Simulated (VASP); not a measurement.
# TiO2 (I4_1/amd) in VASP: settings compared

Aim: see how the results for TiO2 move with the level of theory and the settings. Levels: PBE, PBE+U. Tasks: relaxation of cell and atoms, single point.

Everything below comes from runs of VASP 6.6.1. Logs are shortened: lines on timing, memory, paths and dates and some standing lists are left out, and cuts for length are marked.

### Step 1. The cell of the first run

It takes space group I4_1/amd (No. 141, tetragonal). The conventional cell has a = 3.800 Å, b = 3.800 Å, c = 9.696 Å, α = 90.00°, β = 90.00°, γ = 90.00°. Within 2.6 Å of Ti (site symmetry -4m2) lie 6 O at 1.95 to 2.00 Å. O (site symmetry 2mm) has 3 Ti at 1.95 to 2.00 Å and 2 O at 2.47 Å within 2.6 Å.

### Step 2. Relaxation of cell and atoms, PBE

The input, INCAR:

```
PREC = Accurate
ENCUT = 600
EDIFF = 1E-6
ISMEAR = 0
SIGMA = 0.01
LREAL = False
LASPH = True
NELM = 80
ALGO = Normal
ISIF = 3
LWAVE = False
LCHARG = False
GGA = PE
IBRION = 2
NSW = 80
EDIFFG = -0.001
```

The input, KPOINTS:

```
regular mesh
0
Gamma
  10 10 10
```

The input, POSCAR:

```
TiO2
1.0
   -1.8998053829      1.8998053829      4.8479185338
    1.8998053829     -1.8998053829      4.8479185338
    1.8998053829      1.8998053829     -4.8479185338
Ti O
2 4
Direct
    0.0000000000      0.0000000000      0.0000000000
    0.7500000000      0.2500000000      0.5000000000
    0.2065089473      0.2065089473      0.0000000000
    0.9565089473      0.4565089473      0.5000000000
    0.5434910527      0.0434910527      0.5000000000
    0.7934910527      0.7934910527      0.0000000000
```

Potentials or basis: VASP PAW PBE potentials, release 64 (Ti_sv, O).

Command:

```console
$ cat potpaw_PBE.64/Ti_sv/POTCAR potpaw_PBE.64/O/POTCAR > POTCAR
$ mpirun -np 1 vasp_std > vasp.out
```

OUTCAR:

```text
PREC = Accurate
   ENCUT = 600
   EDIFF = 1E-6
   ISMEAR = 0
   LREAL = False
   LASPH = True
   NELM = 80
   ISIF = 3
   GGA = PE
   IBRION = 2
   NSW = 80
   EDIFFG = -0.001

 ion  position               nearest neighbor table
   1  0.000  0.000  0.000-   5 1.95   4 1.95   5 1.95   4 1.95   3 2.00   6 2.00
   2  0.750  0.250  0.500-   6 1.95   3 1.95   6 1.95   3 1.95   4 2.00   5 2.00
   3  0.207  0.207  0.000-   2 1.95   2 1.95   1 2.00
   4  0.957  0.457  0.500-   1 1.95   1 1.95   2 2.00
   5  0.543  0.043  0.500-   1 1.95   1 1.95   2 2.00
   6  0.793  0.793  0.000-   2 1.95   2 1.95   1 2.00

  LATTYP: Found a body centered tetragonal cell.
 ALAT       =     3.7996107658
 C/A-ratio  =     2.5517974512

  Lattice vectors:

 A1 = (  -1.8998053829,   1.8998053829,   4.8479185338)
 A2 = (   1.8998053829,  -1.8998053829,   4.8479185338)
 A3 = (   1.8998053829,   1.8998053829,  -4.8479185338)

Analysis of symmetry for initial positions (statically):
=====================================================================
 Subroutine PRICEL returns:
 Original cell was already a primitive cell.

 Routine SETGRP: Setting up the symmetry group for a
 body centered tetragonal supercell.

 Subroutine GETGRP returns: Found 16 space group operations
 (whereof  8 operations were pure point group operations)
 out of a pool of 16 trial point group operations.

The static configuration has the point symmetry D_2d.
 The point group associated with its full space group is D_4h.

Analysis of symmetry for dynamics (positions and initial velocities):
=====================================================================
 Subroutine PRICEL returns:
 Original cell was already a primitive cell.

 Routine SETGRP: Setting up the symmetry group for a
 body centered tetragonal supercell.

 Subroutine GETGRP returns: Found 16 space group operations
 (whereof  8 operations were pure point group operations)
 out of a pool of 16 trial point group operations.

The dynamic configuration has the point symmetry D_2d.
 The point group associated with its full space group is D_4h.

 Subroutine INISYM returns: Found 16 space group operations
 (whereof  8 operations are pure point group operations),
 and found     1 'primitive' translations

----------------------------------------------------------------------------------------

                                     Primitive cell

  volume of cell :      69.9896

  direct lattice vectors                    reciprocal lattice vectors
    -1.899805383  1.899805383  4.847918534     0.000000000  0.263184853  0.103137047
     1.899805383 -1.899805383  4.847918534     0.263184853  0.000000000  0.103137047
     1.899805383  1.899805383 -4.847918534     0.263184853  0.263184853  0.000000000

  length of vectors
     5.542637919  5.542637919  5.542637919     0.282672102  0.282672102  0.372199588

  position of ions in fractional coordinates (direct lattice)
     0.000000000  0.000000000  0.000000000
     0.750000000  0.250000000  0.500000000
     0.206508947  0.206508947  0.000000000
     0.956508947  0.456508947  0.500000000
     0.543491053  0.043491053  0.500000000
     0.793491053  0.793491053  0.000000000

  ion indices of the primitive-cell ions
   primitive index   ion index
                 1           1
                 2           2
                 3           3
                 4           4
                 5           5
                 6           6

----------------------------------------------------------------------------------------

 KPOINTS: regular mesh

Automatic generation of k-mesh.
 Grid dimensions read from file:
 generate k-points for:   10   10   10

 Generating k-lattice:

  Cartesian coordinates                     Fractional coordinates (reciprocal lattice)
     0.000000000  0.026318485  0.010313705     0.100000000  0.000000000 -0.000000000
     0.026318485  0.000000000  0.010313705     0.000000000  0.100000000 -0.000000000
     0.026318485  0.026318485  0.000000000     0.000000000  0.000000000  0.100000000

  Length of vectors
     0.028267210  0.028267210  0.037219959

  Shift w.r.t. Gamma in fractional coordinates (k-lattice)
     0.000000000  0.000000000  0.000000000

 Subroutine IBZKPT returns following result:
 ===========================================

 Found    102 irreducible k-points:

 Following reciprocal coordinates:
            Coordinates               Weight
  0.000000  0.000000  0.000000      1.000000
  0.100000 -0.000000  0.000000      8.000000
  0.200000 -0.000000  0.000000      8.000000
  0.300000  0.000000 -0.000000      8.000000
  0.400000  0.000000 -0.000000      8.000000
  0.500000  0.000000  0.000000      4.000000
[... 16 lines left out ...]
  0.300000  0.300000 -0.000000      8.000000
  0.400000  0.300000 -0.000000     16.000000
 [... further k-points ...]
   k-points           NKPTS =    102   k-points in BZ     NKDIM =    102   number of bands    NBANDS=     28
   number of dos      NEDOS =    301   number of ions     NIONS =      6
   total plane-waves  NPLWV = 110592
   dimension x,y,z NGX =    48 NGY =   48 NGZ =   48
   dimension x,y,z NGXF=    96 NGYF=   96 NGZF=   96
   ions per type =               2   4
   NGX,Y,Z   is equivalent  to a cutoff of  14.40, 14.40, 14.40 a.u.
   NGXF,Y,Z  is equivalent  to a cutoff of  28.79, 28.79, 28.79 a.u.
 SYSTEM =  unknown system
   PREC   = accura    normal or accurate (medium, high low for compatibility)
   ISTART =      0    job   : 0-new  1-cont  2-samecut
   ICHARG =      2    charge: 1-file 2-atom 10-const
   ISPIN  =      1    spin polarized calculation?
   LNONCOLLINEAR =      F non collinear calculations
   LSORBIT =      F    spin-orbit coupling
   LASPH  =      T    aspherical Exc in radial PAW
   ENCUT  =  600.0 eV  44.10 Ry    6.64 a.u.  11.07 11.07 11.07*2*pi/ulx,y,z
   NELM   =     80;   NELMIN=  2; NELMDL= -5     # of ELM steps
   EDIFF  = 0.1E-05   stopping-criterion for ELM
   LREAL  =      F    real-space projection
   EDIFFG = -.1E-02   stopping-criterion for IOM
   NSW    =     80    number of steps for IOM
   IBRION =      2    ionic relax: 0-MD 1-quasi-New 2-CG
   NFREE  =      1    steps in history (QN), initial steepest desc. (CG)
   ISIF   =      3    stress and relaxation
   ISYM   =      2    0-nonsym 1-usesym 2-fastsym
   POTIM  = 0.5000    time-step for ionic-motion
   TEBEG  =    0.0;   TEEND  =   0.0 temperature during run
   PSTRESS=    0.0 pullay stress
   NELECT =      48.0000    total number of electrons
   NUPDOWN=      -1.0000    fix difference up-down
   EMIN   =  10.00;   EMAX   =-10.00  energy-range for DOS
   EFERMI =   0.00;   METHOD = LEGACY
   ISMEAR =     0;   SIGMA  =   0.01  broadening in eV -4-tet -1-fermi 0-gaus
   EFERMI_NEDOS =   21; number of points for ismear=-14 and -15
   IALGO  =     38    algorithm
   IMIX   =      4    mixing-type and parameters
     AMIX     =   0.40;   BMIX     =  1.00
     AMIX_MAG =   1.60;   BMIX_MAG =  1.00
  volume/ion in A,a.u.               =      11.66        78.72
  Fermi-wavevector in a.u.,A,eV,Ry     =   1.443701  2.728200 28.358269  2.084274
  Thomas-Fermi vector in A             =   2.562079
   LORBIT       =      0    0 simple, 1 ext, 2 COOP (PROOUT), +10 PAW based schemes
   GGA     = PE    functional components
   LHFCALC =     F    Hartree Fock is set to
   AEXX    =    0.0000 exact exchange contribution
   IVDW    =     0    specifies the selected vdW correction
   LEPSILON=     F    determine dielectric tensor
   LRPA    =     F    only Hartree local field effects (RPA)
 conjugate gradient relaxation of ions
 non-spin polarized calculation
 Gauss-broadening in eV      SIGMA  =   0.01
  energy-cutoff  :      600.00
  volume of cell :       69.99
 maximum number of plane-waves:      2363
 NGX is ok and might be reduce to    48
   NGX = 23   NGY = 23   NGZ = 23

--------------------------------------- Ionic step        1  -------------------------------------------

 number of electron      47.9999998 magnetization

 Free energy of the ion-electron system (eV)
  ---------------------------------------------------
  ext. energy  EPLUGINS =         0.00000000
  ---------------------------------------------------
  free energy    TOTEN  =       -53.87334050 eV

  energy without entropy =      -53.87334050  energy(sigma->0) =      -53.87334050

------------------------ aborting loop because EDIFF is reached ----------------------------------------

  FORCE on cell =-STRESS in cart. coord.  units (eV):
  Direction    XX          YY          ZZ          XY          YZ          ZX
  --------------------------------------------------------------------------------------
  -------------------------------------------------------------------------------------
  Total        0.1944298      0.1944298      0.2514511      0.0000000     -0.0000000      0.0000000
  in kB        4.4508176      4.4508176      5.7561303      0.0000000     -0.0000000      0.0000000
  external PRESSURE =       4.8859218 kB  Pullay stress =       0.0000000 kB
[... 305 lines left out ...]
  energy  without entropy=      -53.8735572073  energy(sigma->0) =      -53.87355721

--------------------------------------- Ionic step        9  -------------------------------------------

 number of electron      47.9999998 magnetization

 Free energy of the ion-electron system (eV)
  ---------------------------------------------------
  ext. energy  EPLUGINS =         0.00000000
  ---------------------------------------------------
  free energy    TOTEN  =       -53.87355804 eV

  energy without entropy =      -53.87355804  energy(sigma->0) =      -53.87355804

 E-fermi :   3.2835     XC(G=0): -10.5823

 val. band max:        3.1234839565   @ k =  -0.4000   0.4000   0.0000
 cond. band min:       5.2296075918   @ k =   0.0000   0.0000   0.0000
 fundamental gap:      2.1061236353
 Fermi energy:         3.2834996646

 k-point     1 :       0.0000    0.0000    0.0000
  band No.  band energies     occupation
      1     -53.3425      2.00000
      2     -53.2919      2.00000
      3     -29.7684      2.00000
      4     -29.5517      2.00000
      5     -29.5517      2.00000
      6     -29.4907      2.00000
[... 733 lines left out ...]
     27       6.5419      0.00000
     28       6.6971      0.00000

 [... further k-points ...]

------------------------ aborting loop because EDIFF is reached ----------------------------------------

  FORCE on cell =-STRESS in cart. coord.  units (eV):
  Direction    XX          YY          ZZ          XY          YZ          ZX
  --------------------------------------------------------------------------------------
  -------------------------------------------------------------------------------------
  Total       -0.0002731     -0.0002731      0.0050764      0.0000000      0.0000000      0.0000000
  in kB       -0.0062387     -0.0062387      0.1159726      0.0000000      0.0000000      0.0000000
  external PRESSURE =       0.0344984 kB  Pullay stress =       0.0000000 kB
[... 21 lines left out ...]
  FREE ENERGIE OF THE ION-ELECTRON SYSTEM (eV)
  ---------------------------------------------------
  free  energy   TOTEN  =       -53.8735580391 eV

  energy  without entropy=      -53.8735580391  energy(sigma->0) =      -53.87355804

 reached required accuracy - stopping structural energy minimisation
```

Wall time 58 min (1 thread of Intel Xeon 8259CL, shared host); peak memory 0.47 GiB.

Results:

```
Free energy                           : -53.8736 eV
Relaxed volume                        : 11.69 Å³/atom
Relaxed cell                          : a = 5.547 Å, b = 5.547 Å, c = 5.547 Å, α = 139.92°, β = 139.92°, γ = 57.98°
Space group after relaxing (to 0.1 Å) : I4_1/amd (No. 141)
Energy gained by relaxing             : 0.0 meV/atom
Ionic steps                           : 9
Pressure after relaxing               : 0.0 GPa
Band gap on the k mesh                : 2.11 eV (least direct gap 2.40 eV)
```

Step by step:
| step | energy change (eV) | largest force (eV/Å) | pressure (GPa) | volume (Å³) |
| --- | --- | --- | --- | --- |
| 1 | 0.0000 | 0.0180 | 0.49 | 69.99 |
| 2 | 0.0003 | 0.0267 | -0.64 | 70.35 |
| 3 | -0.0002 | 0.0000 | 0.00 | 70.13 |
| 4 | -0.0002 | 0.0003 | 0.02 | 70.14 |
| 5 | -0.0001 | 0.0136 | -0.30 | 70.24 |
| 6 | -0.0002 | 0.0010 | -0.04 | 70.14 |
| 7 | -0.0002 | 0.0015 | 0.03 | 70.11 |
| 8 | -0.0002 | 0.0003 | 0.03 | 70.12 |
| 9 | -0.0002 | 0.0003 | 0.00 | 70.13 |

Final structure:
```cif
data_structure
_symmetry_space_group_name_H-M 'P 1'
_symmetry_Int_Tables_number 1
_cell_length_a 5.5469
_cell_length_b 5.5469
_cell_length_c 5.5469
_cell_angle_alpha 139.916
_cell_angle_beta 139.916
_cell_angle_gamma 57.981
_cell_volume 70.13
loop_
_atom_site_label
_atom_site_type_symbol
_atom_site_fract_x
_atom_site_fract_y
_atom_site_fract_z
_atom_site_occupancy
Ti1 Ti 0.00000 0.00000 0.00000 1
Ti2 Ti 0.75000 0.25000 0.50000 1
O1 O 0.20655 0.20655 0.00000 1
O2 O 0.95655 0.45655 0.50000 1
O3 O 0.54345 0.04345 0.50000 1
O4 O 0.79345 0.79345 0.00000 1
```

Levels at points of the mesh, in eV from the valence-band top:
```tsv
k point	band 20	band 21	band 22	band 23	band 24	band 25	band 26	band 27	band 28
(0.00, 0.00, 0.00)	-0.79	-0.79	-0.78	-0.41	-0.41	2.11	2.77	3.95	3.95
(0.50, 0.00, 0.00)	-1.89	-1.87	-0.87	-0.85	-0.64	3.18	3.45	3.50	3.51
(0.50, 0.50, 0.00)	-2.56	-1.97	-1.97	-0.04	-0.04	3.21	3.21	3.67	3.67
(0.50, 0.50, 0.50)	-1.32	-1.23	-1.23	-0.10	-0.10	2.43	2.43	3.68	3.68
```

(Continued in part 2 of 2.)
